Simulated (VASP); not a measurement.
# HgP (F-43m) in VASP: further runs, part 2 of 2

VASP 6.6.1. The steps go on from the part before.

## Step 4: Single point, r2SCAN

This run uses another cell than the first one, of 24.68 Å³/atom, 1.042 times its volume.

The input, POSCAR:

```
HgP
1.0
    0.0000000000      2.9115454995      2.9115454995
    2.9115454995      0.0000000000      2.9115454995
    2.9115454995      2.9115454995      0.0000000000
Hg P
1 1
Direct
    0.0000000000      0.0000000000      0.0000000000
    0.2500000000      0.2500000000      0.2500000000
```

The input, INCAR.step1:

```
ALGO = Normal
EDIFF = 1E-4
ENCUT = 520
GGA = PE
ISMEAR = 0
LASPH = True
LCHARG = False
LREAL = False
LWAVE = True
NBANDS = 16
NELM = 80
PREC = Accurate
SIGMA = 0.05
```

The input, INCAR.step2:

```
ALGO = Normal
EDIFF = 1E-7
ENCUT = 520
ISIF = 2
ISMEAR = 0
ISTART = 1
LASPH = True
LCHARG = False
LMIXTAU = True
LREAL = False
LWAVE = False
METAGGA = R2SCAN
NBANDS = 16
NELM = 80
PREC = Accurate
SIGMA = 0.05
```

The input, KPOINTS:

```
k-points
0
Gamma
  10 10 10
```

Potentials or basis: VASP PAW PBE potentials, release 64 (Hg, P).

The run is started by

```
$ cat potpaw_PBE.64/Hg/POTCAR potpaw_PBE.64/P/POTCAR > POTCAR
$ cp INCAR.step1 INCAR
$ mpirun -np 1 vasp_std > vasp.out
$ cp INCAR.step2 INCAR
$ mpirun -np 1 vasp_std > vasp.out
```

OUTCAR:

```text
EDIFF = 1E-7
   ENCUT = 520
   ISIF = 2
   ISMEAR = 0
   ISTART = 1
   LASPH = True
   LREAL = False
   METAGGA = R2SCAN
   NELM = 80
   PREC = Accurate

 ion  position               nearest neighbor table
   1  0.000  0.000  0.000-   2 2.52   2 2.52   2 2.52   2 2.52
   2  0.250  0.250  0.250-   1 2.52   1 2.52   1 2.52   1 2.52

  LATTYP: Found a face centered cubic cell.
 ALAT       =     5.8230909990

  Lattice vectors:

 A1 = (   0.0000000000,   2.9115454995,   2.9115454995)
 A2 = (   2.9115454995,   0.0000000000,   2.9115454995)
 A3 = (   2.9115454995,   2.9115454995,   0.0000000000)

Analysis of symmetry for initial positions (statically):
=====================================================================
 Subroutine PRICEL returns:
 Original cell was already a primitive cell.

 Routine SETGRP: Setting up the symmetry group for a
 face centered cubic supercell.

 Subroutine GETGRP returns: Found 24 space group operations
 (whereof 24 operations were pure point group operations)
 out of a pool of 48 trial point group operations.
[... 156 lines left out ...]
  ---------------------------------------------------
  ext. energy  EPLUGINS =         0.00000000
  ---------------------------------------------------
  free energy    TOTEN  =       -57.43206788 eV

  energy without entropy =      -57.43072077  energy(sigma->0) =      -57.43139432

 E-fermi :   2.2389     XC(G=0): -10.1395

 val. band max:        2.2351555806   @ k =   0.4000   0.1000   0.0000
 cond. band min:       2.3171653149   @ k =   0.5000   0.1000   0.0000
 fundamental gap:      0.0820097343
 Fermi energy:         2.2388675061

 k-point     1 :       0.0000    0.0000    0.0000
  band No.  band energies     occupation
      1      -9.6688      2.00000
      2      -5.4607      2.00000
      3      -5.4607      2.00000
      4      -5.4607      2.00000
      5      -4.6449      2.00000
      6      -4.6449      2.00000
[... 433 lines left out ...]
      3      -5.0325      2.00000
      4      -5.0161      2.00000
      5      -4.5134      2.00000
      6      -4.4561      2.00000
[... 8 lines left out ...]
     15      14.4997      0.00000
     16      17.4580      0.00000

 [... further k-points ...]
[... 5 lines left out ...]
  --------------------------------------------------------------------------------------
  -------------------------------------------------------------------------------------
  Total        0.0688888      0.0688888      0.0688888     -0.0000000     -0.0000000     -0.0000000
  in kB        2.2359307      2.2359307      2.2359307     -0.0000000     -0.0000000     -0.0000000
  external PRESSURE =       2.2359307 kB  Pullay stress =       0.0000000 kB

 VOLUME and BASIS-vectors are now :
 -----------------------------------------------------------------------------
  energy-cutoff  :      520.00
  volume of cell :       49.36
      direct lattice vectors                 reciprocal lattice vectors
     0.000000000  2.911545499  2.911545499    -0.171730100  0.171730100  0.171730100
     2.911545499  0.000000000  2.911545499     0.171730100 -0.171730100  0.171730100
     2.911545499  2.911545499  0.000000000     0.171730100  0.171730100 -0.171730100

 POSITION                                       TOTAL-FORCE (eV/Angst)
 -----------------------------------------------------------------------------------
      0.00000      0.00000      0.00000         0.000000      0.000000      0.000000
      1.45577      1.45577      1.45577        -0.000000     -0.000000     -0.000000
 -----------------------------------------------------------------------------------
    total drift:                                0.000000      0.000000      0.000000

  FREE ENERGIE OF THE ION-ELECTRON SYSTEM (eV)
  ---------------------------------------------------
  free  energy   TOTEN  =       -57.4320678774 eV

  energy  without entropy=      -57.4307207654  energy(sigma->0) =      -57.43139432
```

It took 84 s on 1 thread of Intel Xeon Platinum 8488C (Sapphire Rapids), shared host; peak memory 0.2 GiB.

What came out:

```yaml
Free_energy: -57.4321 eV
Pressure: 0.2 GPa
```

Levels at points of the mesh, in eV from the Fermi level:
| k point | band 5 | band 6 | band 7 | band 8 | band 9 | band 10 | band 11 | band 12 | band 13 | band 14 |
| --- | --- | --- | --- | --- | --- | --- | --- | --- | --- | --- |
| (0.00, 0.00, 0.00) | -6.88 | -6.88 | 1.65 | 1.65 | 1.65 | 1.70 | 6.05 | 6.05 | 6.05 | 10.09 |
| (0.50, 0.00, 0.00) | -6.81 | -6.20 | -5.34 | 0.27 | 0.27 | 2.80 | 7.01 | 7.01 | 8.81 | 10.82 |
| (0.50, 0.50, 0.00) | -6.71 | -5.92 | -5.00 | -1.48 | -1.48 | 3.90 | 3.94 | 10.49 | 11.88 | 11.88 |

Caveat: the PAW data sets were made with another functional, which shifts forces and pressure a little; spin-orbit coupling is left out, which moves the levels of the heavy elements.

## Step 5: Single point, r2SCAN

This run uses another cell than the first one, of 24.68 Å³/atom, 1.042 times its volume.

POSCAR is that of step 4.

The input, INCAR.step1:

```
SYSTEM = HgP
PREC = Accurate
ENCUT = 520
ISMEAR = 0
SIGMA = 0.05
LREAL = .False.
LASPH = .True.
NELM = 80
NBANDS = 16
GGA = PE
ALGO = Normal
EDIFF = 1E-4
LWAVE = .True.
LCHARG = .False.
```

The input, INCAR.step2:

```
SYSTEM = HgP
PREC = Accurate
ENCUT = 520
EDIFF = 1E-6
ISMEAR = 0
SIGMA = 0.05
LREAL = .False.
LASPH = .True.
NELM = 80
ALGO = Normal
ISIF = 2
LWAVE = .False.
LCHARG = .False.
METAGGA = R2SCAN
LMIXTAU = .True.
NBANDS = 16
ISTART = 1
```

The input, KPOINTS:

```
regular mesh
0
Gamma
  10 10 10
  0 0 0
```

The run is started by

```
$ cat potpaw_PBE.64/Hg/POTCAR potpaw_PBE.64/P/POTCAR > POTCAR
$ cp INCAR.step1 INCAR
$ mpirun -np 1 vasp_std > vasp.out
$ cp INCAR.step2 INCAR
$ mpirun -np 1 vasp_std > vasp.out
```

It took 84 s on 1 thread of Intel Xeon Platinum 8488C (Sapphire Rapids), shared host; peak memory 0.2 GiB.

It converged, with:

```yaml
Free_energy: -57.4321 eV
Pressure: 0.2 GPa
```

Levels at points of the mesh, in eV from the Fermi level:
```tsv
k point	band 7	band 8	band 9	band 10	band 11	band 12
(0.00, 0.00, 0.00)	1.65	1.65	1.65	1.70	6.05	6.05
(0.50, 0.00, 0.00)	-5.34	0.27	0.27	2.80	7.01	7.01
(0.50, 0.50, 0.00)	-5.00	-1.48	-1.48	3.91	3.94	10.49
```

Caveat: the PAW data sets were made with another functional, which shifts forces and pressure a little; spin-orbit coupling is left out, which moves the levels of the heavy elements.

## Step 6: Single point, r2SCAN (volume scaled by 1.020)

The input, POSCAR:

```
HgP
1.0
    0.0000000000      2.9308278197      2.9308278197
    2.9308278197      0.0000000000      2.9308278197
    2.9308278197      2.9308278197      0.0000000000
Hg P
1 1
Direct
    0.0000000000      0.0000000000      0.0000000000
    0.2500000000      0.2500000000      0.2500000000
```

The input, INCAR.step1:

```
SYSTEM = HgP
PREC = Accurate
ENCUT = 520
ISMEAR = 0
SIGMA = 0.05
LREAL = .FALSE.
LASPH = .TRUE.
NELM = 60
NBANDS = 16
GGA = PE
ALGO = Normal
EDIFF = 1E-4
LWAVE = .TRUE.
LCHARG = .FALSE.
```

The input, INCAR.step2:

```
SYSTEM = HgP
PREC = Accurate
ENCUT = 520
EDIFF = 1E-7
ISMEAR = 0
SIGMA = 0.05
LREAL = .FALSE.
LASPH = .TRUE.
NELM = 60
ALGO = Normal
ISIF = 2
LWAVE = .FALSE.
LCHARG = .FALSE.
METAGGA = R2SCAN
LMIXTAU = .TRUE.
NBANDS = 16
ISTART = 1
```

The input, KPOINTS:

```
regular mesh
0
G
  10 10 10
  0 0 0
```

Potentials or basis: VASP PAW PBE potentials, release 64 (Hg, P).

The run is started by

```
$ cat potpaw_PBE.64/Hg/POTCAR potpaw_PBE.64/P/POTCAR > POTCAR
$ cp INCAR.step1 INCAR
$ mpirun -np 1 vasp_std > vasp.out
$ cp INCAR.step2 INCAR
$ mpirun -np 1 vasp_std > vasp.out
```

OUTCAR:

```text
SYSTEM = HgP
   PREC = Accurate
   ENCUT = 520
   EDIFF = 1E-7
   ISMEAR = 0
   LREAL = .FALSE.
   LASPH = .TRUE.
   NELM = 60
   ISIF = 2
   METAGGA = R2SCAN
   ISTART = 1

 ion  position               nearest neighbor table
   1  0.000  0.000  0.000-   2 2.54   2 2.54   2 2.54   2 2.54
   2  0.250  0.250  0.250-   1 2.54   1 2.54   1 2.54   1 2.54

  LATTYP: Found a face centered cubic cell.
 ALAT       =     5.8616556394

  Lattice vectors:

 A1 = (   0.0000000000,   2.9308278197,   2.9308278197)
 A2 = (   2.9308278197,   0.0000000000,   2.9308278197)
 A3 = (   2.9308278197,   2.9308278197,   0.0000000000)
[... 625 lines left out ...]
      5      -4.6232      2.00000
      6      -4.5589      2.00000
[... 8 lines left out ...]
     15      14.2825      0.00000
     16      17.1576      0.00000

 [... further k-points ...]
[... 5 lines left out ...]
  --------------------------------------------------------------------------------------
  -------------------------------------------------------------------------------------
  Total       -0.3165935     -0.3165935     -0.3165935     -0.0000000     -0.0000000      0.0000000
  in kB      -10.0742242    -10.0742242    -10.0742242     -0.0000000     -0.0000000      0.0000000
  external PRESSURE =     -10.0742242 kB  Pullay stress =       0.0000000 kB

 VOLUME and BASIS-vectors are now :
 -----------------------------------------------------------------------------
  energy-cutoff  :      520.00
  volume of cell :       50.35
      direct lattice vectors                 reciprocal lattice vectors
     0.000000000  2.930827820  2.930827820    -0.170600264  0.170600264  0.170600264
     2.930827820  0.000000000  2.930827820     0.170600264 -0.170600264  0.170600264
     2.930827820  2.930827820  0.000000000     0.170600264  0.170600264 -0.170600264

 POSITION                                       TOTAL-FORCE (eV/Angst)
 -----------------------------------------------------------------------------------
      0.00000      0.00000      0.00000         0.000000      0.000000      0.000000
      1.46541      1.46541      1.46541        -0.000000     -0.000000     -0.000000
 -----------------------------------------------------------------------------------
    total drift:                                0.000000      0.000000      0.000000

  FREE ENERGIE OF THE ION-ELECTRON SYSTEM (eV)
  ---------------------------------------------------
  free  energy   TOTEN  =       -57.4299175447 eV

  energy  without entropy=      -57.4284788614  energy(sigma->0) =      -57.42919820
```

It took 86 s on 1 thread of Intel Xeon Platinum 8488C (Sapphire Rapids), shared host; peak memory 0.21 GiB.

What came out:

```
Free energy : -57.4299 eV
Pressure    : -1.0 GPa
```

Levels at points of the mesh, in eV from the Fermi level:
```tsv
k point	band 7	band 8	band 9	band 10	band 11	band 12
(0.00, 0.00, 0.00)	1.58	1.60	1.60	1.60	6.04	6.04
(0.50, 0.00, 0.00)	-5.23	0.27	0.27	2.73	6.98	6.98
(0.50, 0.50, 0.00)	-4.93	-1.43	-1.43	3.87	3.94	10.35
```

Caveat: the cell differs from its parent crystal (volume scaled by 1.020); the PAW data sets were made with another functional, which shifts forces and pressure a little; spin-orbit coupling is left out, which moves the levels of the heavy elements.

## Step 7: The runs side by side

```csv
cell,gap on the mesh (eV),pressure (GPa)
"a = 4.062 Å, angles 60.0°, 2 atoms",none,3.2
"a = 4.090 Å, angles 60.0°, 2 atoms",none,1.6
"a = 4.118 Å, angles 60.0°, 2 atoms",none,0.2
"a = 4.145 Å, angles 60.0°, 2 atoms",none,-1.0
```

Alike in all rows: task single point; level r2SCAN; potentials or basis VASP PAW PBE potentials, release 64 (Hg, P); no spin polarisation; k mesh 10 × 10 × 10; cutoff (eV) 520; smearing gaussian 0.05 eV.

Caveats: the PAW data sets were made with another functional, which shifts forces and pressure a little; spin-orbit coupling is left out, which moves the levels of the heavy elements.

Absolute energies hang on the potentials; compare differences alone.
